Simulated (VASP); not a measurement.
BaTe:

```xyz
2
Lattice="0.0000 3.5324 3.4405 3.5324 0.0000 3.4405 3.5324 3.5324 0.0000" Properties=species:S:1:pos:R:3 pbc="T T T"
Ba    0.0000    0.0000    0.0000
Te    3.5324    3.5324    3.4405
```

This cell differs from its parent crystal: uniaxial z strain -2.6%.

Base run:

- Program: VASP 6.6.1
- Functional: r2SCAN
- Potentials or basis: VASP PAW PBE potentials, release 64 (Ba_sv, Te)
- Cutoff: 550 eV
- k mesh: 6 × 6 × 6
- Occupations: gaussian, width 0.01 eV
- Spin: no spin polarisation

Its results: band gap on the k mesh 1.82 eV (least direct gap 2.21 eV); pressure 1.2 GPa.

Q: The run is repeated on the same cell with these changes: functional from r2SCAN to HSE06; cutoff from 550 eV to 400 eV; k mesh from 6 × 6 × 6 to 4 × 4 × 4. What comes out?

A: Band gap on the k mesh 2.19 eV (least direct gap 2.62 eV); pressure 0.9 GPa.

Several settings changed at once.

Caveats: the PAW data sets were made with another functional, which shifts forces and pressure a little; spin-orbit coupling is left out, which moves the levels of the heavy elements.

A k mesh can miss the band edges.
